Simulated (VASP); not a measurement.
# Nb (Im-3m) in VASP: notebook, part 2 of 2

VASP 6.6.1.

## 6. Single point, revPBE+D4

This run uses another cell than the first one, of 18.92 Å³/atom, 1.116 times its volume.

The input, INCAR:

```
ALGO = Normal ; EDIFF = 1E-6
ENCUT = 520 ; GGA = RE
ISIF = 2 ; ISMEAR = -1
IVDW = 13 ; LASPH = True
LCHARG = True ; LELF = True
LREAL = False ; LVHAR = True
LWAVE = False ; NBANDS = 12
NELM = 60 ; PREC = Accurate
SIGMA = 0.2
```

The input, KPOINTS:

```
k-points
0
Gamma
  12 12 12
```

The input, POSCAR:

```
Nb
1.0
   -1.6786111079      1.6786111079      1.6786111079
    1.6786111079     -1.6786111079      1.6786111079
    1.6786111079      1.6786111079     -1.6786111079
Nb
1
Direct
    0.0000000000      0.0000000000      0.0000000000
```

Potentials or basis: VASP PAW PBE potentials, release 64 (Nb_sv).

Run with:

```console
$ cat potpaw_PBE.64/Nb_sv/POTCAR > POTCAR
$ mpirun -np 1 vasp_std > vasp.out
```

OUTCAR:

```text
EDIFF = 1E-6
   ENCUT = 520
   GGA = RE
   ISIF = 2
   ISMEAR = -1
   IVDW = 13
   LASPH = True
   LREAL = False
   NELM = 60
   PREC = Accurate

 ion  position               nearest neighbor table
   1  0.000  0.000  0.000-

  LATTYP: Found a body centered cubic cell.
 ALAT       =     3.3572222158

  Lattice vectors:

 A1 = (  -1.6786111079,   1.6786111079,   1.6786111079)
 A2 = (   1.6786111079,  -1.6786111079,   1.6786111079)
 A3 = (   1.6786111079,   1.6786111079,  -1.6786111079)

Analysis of symmetry for initial positions (statically):
=====================================================================
 Subroutine PRICEL returns:
 Original cell was already a primitive cell.

 Routine SETGRP: Setting up the symmetry group for a
 body centered cubic supercell.

 Subroutine GETGRP returns: Found 48 space group operations
 (whereof 48 operations were pure point group operations)
 out of a pool of 48 trial point group operations.

The static configuration has the point symmetry O_h .

Analysis of symmetry for dynamics (positions and initial velocities):
=====================================================================
 Subroutine PRICEL returns:
 Original cell was already a primitive cell.

 Routine SETGRP: Setting up the symmetry group for a
 body centered cubic supercell.

 Subroutine GETGRP returns: Found 48 space group operations
 (whereof 48 operations were pure point group operations)
 out of a pool of 48 trial point group operations.

The dynamic configuration has the point symmetry O_h .

 Subroutine INISYM returns: Found 48 space group operations
 (whereof 48 operations are pure point group operations),
 and found     1 'primitive' translations

----------------------------------------------------------------------------------------

                                     Primitive cell

  volume of cell :      18.9195

  direct lattice vectors                    reciprocal lattice vectors
    -1.678611108  1.678611108  1.678611108     0.000000000  0.297865299  0.297865299
     1.678611108 -1.678611108  1.678611108     0.297865299  0.000000000  0.297865299
     1.678611108  1.678611108 -1.678611108     0.297865299  0.297865299  0.000000000

  length of vectors
     2.907439725  2.907439725  2.907439725     0.421245146  0.421245146  0.421245146

  position of ions in fractional coordinates (direct lattice)
     0.000000000  0.000000000  0.000000000

  ion indices of the primitive-cell ions
   primitive index   ion index
                 1           1

----------------------------------------------------------------------------------------

 KPOINTS: k-points

Automatic generation of k-mesh.
 Grid dimensions read from file:
 generate k-points for:   12   12   12

 Generating k-lattice:

  Cartesian coordinates                     Fractional coordinates (reciprocal lattice)
     0.000000000  0.024822108  0.024822108     0.083333333  0.000000000  0.000000000
     0.024822108  0.000000000  0.024822108     0.000000000  0.083333333  0.000000000
     0.024822108  0.024822108  0.000000000     0.000000000  0.000000000  0.083333333

  Length of vectors
     0.035103762  0.035103762  0.035103762

  Shift w.r.t. Gamma in fractional coordinates (k-lattice)
     0.000000000  0.000000000  0.000000000

 Subroutine IBZKPT returns following result:
 ===========================================

 Found     72 irreducible k-points:

 Following reciprocal coordinates:
            Coordinates               Weight
  0.000000  0.000000  0.000000      1.000000
  0.083333  0.000000  0.000000     12.000000
  0.166667  0.000000  0.000000     12.000000
  0.250000  0.000000  0.000000     12.000000
  0.333333  0.000000  0.000000     12.000000
  0.416667  0.000000  0.000000     12.000000
[... 16 lines left out ...]
  0.333333  0.083333  0.083333     24.000000
  0.416667  0.083333  0.083333     12.000000
 [... further k-points ...]
   k-points           NKPTS =     72   k-points in BZ     NKDIM =     72   number of bands    NBANDS=     12
   number of dos      NEDOS =    301   number of ions     NIONS =      1
   total plane-waves  NPLWV =  13824
   dimension x,y,z NGX =    24 NGY =   24 NGZ =   24
   dimension x,y,z NGXF=    48 NGYF=   48 NGZF=   48
   ions per type =               1
   NGX,Y,Z   is equivalent  to a cutoff of  13.72, 13.72, 13.72 a.u.
   NGXF,Y,Z  is equivalent  to a cutoff of  27.45, 27.45, 27.45 a.u.
 SYSTEM =  unknown system
   PREC   = accura    normal or accurate (medium, high low for compatibility)
   ISTART =      0    job   : 0-new  1-cont  2-samecut
   ICHARG =      2    charge: 1-file 2-atom 10-const
   ISPIN  =      1    spin polarized calculation?
   LNONCOLLINEAR =      F non collinear calculations
   LSORBIT =      F    spin-orbit coupling
   LASPH  =      T    aspherical Exc in radial PAW
   ENCUT  =  520.0 eV  38.22 Ry    6.18 a.u.   5.41  5.41  5.41*2*pi/ulx,y,z
   NELM   =     60;   NELMIN=  2; NELMDL= -5     # of ELM steps
   EDIFF  = 0.1E-05   stopping-criterion for ELM
   LREAL  =      F    real-space projection
   EDIFFG = 0.1E-04   stopping-criterion for IOM
   NSW    =      0    number of steps for IOM
   IBRION =     -1    ionic relax: 0-MD 1-quasi-New 2-CG
   NFREE  =      0    steps in history (QN), initial steepest desc. (CG)
   ISIF   =      2    stress and relaxation
   ISYM   =      2    0-nonsym 1-usesym 2-fastsym
   POTIM  = 0.5000    time-step for ionic-motion
   TEBEG  =    0.0;   TEEND  =   0.0 temperature during run
   PSTRESS=    0.0 pullay stress
   NELECT =      13.0000    total number of electrons
   NUPDOWN=      -1.0000    fix difference up-down
   EMIN   =  10.00;   EMAX   =-10.00  energy-range for DOS
   EFERMI =   0.00;   METHOD = LEGACY
   ISMEAR =    -1;   SIGMA  =   0.20  broadening in eV -4-tet -1-fermi 0-gaus
   EFERMI_NEDOS =   21; number of points for ismear=-14 and -15
   IALGO  =     38    algorithm
   IMIX   =      4    mixing-type and parameters
     AMIX     =   0.40;   BMIX     =  1.00
     AMIX_MAG =   1.60;   BMIX_MAG =  1.00
  volume/ion in A,a.u.               =      18.92       127.68
  Fermi-wavevector in a.u.,A,eV,Ry     =   1.444616  2.729929 28.394221  2.086916
  Thomas-Fermi vector in A             =   2.562891
   LORBIT       =      0    0 simple, 1 ext, 2 COOP (PROOUT), +10 PAW based schemes
   GGA     = RE    functional components
   LHFCALC =     F    Hartree Fock is set to
   AEXX    =    0.0000 exact exchange contribution
   IVDW    =    13    specifies the selected vdW correction
   LEPSILON=     F    determine dielectric tensor
   LRPA    =     F    only Hartree local field effects (RPA)
 non-spin polarized calculation
  energy-cutoff  :      520.00
  volume of cell :       18.92
 maximum number of plane-waves:       532
 NGX is ok and might be reduce to    24
   NGX = 11   NGY = 11   NGZ = 11

 number of electron      12.9999999 magnetization

 Free energy of the ion-electron system (eV)
  ---------------------------------------------------
  ext. energy  EPLUGINS =         0.00000000
  ---------------------------------------------------
  free energy    TOTEN  =        -9.89805864 eV

  energy without entropy =       -9.72429623  energy(sigma->0) =       -9.81117744

 E-fermi :  10.6278     XC(G=0): -12.1982

 val. band max:       10.5952745280   @ k =  -0.1667   0.1667   0.0833
 cond. band min:      10.6700095268   @ k =   0.0833   0.0833   0.0000
 fundamental gap:      0.0747349988
 Fermi energy:        10.6277971148

 k-point     1 :       0.0000    0.0000    0.0000
  band No.  band energies     occupation
      1     -43.8795      2.00000
      2     -19.2763      2.00000
      3     -19.2763      2.00000
      4     -19.2763      2.00000
      5       4.7204      2.00000
      6      10.9478      0.33597
      7      10.9478      0.33597
      8      10.9478      0.33597
      9      13.6986      0.00000
     10      13.6986      0.00000
     11      24.6321      0.00000
     12      24.6321      0.00000
[... 331 lines left out ...]
 k-point    24 :       0.4167    0.0833    0.0833
  band No.  band energies     occupation
      1     -43.6749      2.00000
      2     -20.3592      2.00000
      3     -19.7001      2.00000
      4     -19.3626      2.00000
      5       7.5622      2.00000
      6       9.0087      1.99939
      7      11.7543      0.00714
      8      13.8668      0.00000
      9      14.3736      0.00000
     10      17.6865      0.00000
     11      21.2518      0.00000
     12      22.5425      0.00000

 [... further k-points ...]

------------------------ aborting loop because EDIFF is reached ----------------------------------------

  DFT-D4 for vdW energy calculation

  Edisp (eV):   -0.47175

  FORCE on cell =-STRESS in cart. coord.  units (eV):
  Direction    XX          YY          ZZ          XY          YZ          ZX
  --------------------------------------------------------------------------------------
  -------------------------------------------------------------------------------------
  Total      -0.98199    -0.98199    -0.98199    -0.00000    -0.00000     0.00000
  in kB     -83.15885   -83.15885   -83.15885    -0.00000    -0.00000     0.00000
  external pressure =      -83.16 kB  Pullay stress =        0.00 kB

 VOLUME and BASIS-vectors are now :
 -----------------------------------------------------------------------------
  energy-cutoff  :      520.00
  volume of cell :       18.92
      direct lattice vectors                 reciprocal lattice vectors
    -1.678611108  1.678611108  1.678611108     0.000000000  0.297865299  0.297865299
     1.678611108 -1.678611108  1.678611108     0.297865299  0.000000000  0.297865299
     1.678611108  1.678611108 -1.678611108     0.297865299  0.297865299  0.000000000

 POSITION                                       TOTAL-FORCE (eV/Angst)
 -----------------------------------------------------------------------------------
      0.00000      0.00000      0.00000         0.000000      0.000000     -0.000000
 -----------------------------------------------------------------------------------
    total drift:                               -0.000000     -0.000000      0.000000

  FREE ENERGIE OF THE ION-ELECTRON SYSTEM (eV)
  ---------------------------------------------------
  free  energy   TOTEN  =       -10.3698116498 eV

  energy  without entropy=      -10.1960492446  energy(sigma->0) =      -10.28293045
```

stdout:

```text
POSCAR found type information on POSCAR Nb
 POSCAR found :  1 types and       1 ions
 scaLAPACK will be used
 -----------------------------------------------------------------------------
|                                                                             |
|                                                                             |
|     You enforced a specific xc type in the INCAR file but a different       |
|     I HOPE YOU KNOW WHAT YOU ARE DOING!                                     |
|                                                                             |
 -----------------------------------------------------------------------------

 LDA part: xc-table for (Slater+PW92), standard interpolation
 POSCAR, INCAR and KPOINTS ok, starting setup
 FFT: planning ... GRIDC
 FFT: planning ... GRID_SOFT
 FFT: planning ... GRID
 WAVECAR not read
 entering main loop
```

It took 11 s on 1 thread of AMD EPYC 9R45 (Zen 5), shared host; peak memory 0.12 GiB.

What came out:

- Free energy: -10.3698 eV
- Pressure: -8.3 GPa
- Dispersion energy per atom: -0.472 eV

Caveat: the PAW data sets were made with another functional, which shifts forces and pressure a little; pairwise dispersion overbinds metals, which lowers pressure and volume.

## 7. Overview

```tsv
cell	gap on the mesh (eV)	pressure (GPa)
a = 2.803 Å, angles 109.5°, 1 atom	none	10.5
a = 2.830 Å, angles 109.5°, 1 atom	none	4.8
a = 2.856 Å, angles 109.5°, 1 atom	none	-0.2
a = 2.882 Å, angles 109.5°, 1 atom	none	-4.5
a = 2.907 Å, angles 109.5°, 1 atom	none	-8.3
```

Alike in all rows: task single point; level revPBE+D4; potentials or basis VASP PAW PBE potentials, release 64 (Nb_sv); no spin polarisation; k mesh 12 × 12 × 12; cutoff (eV) 520; smearing fermi-dirac 0.2 eV.

Caveats: the PAW data sets were made with another functional, which shifts forces and pressure a little; pairwise dispersion overbinds metals, which lowers pressure and volume.

Total energies depend on the potentials used, so only differences within one code and one set of settings carry meaning.
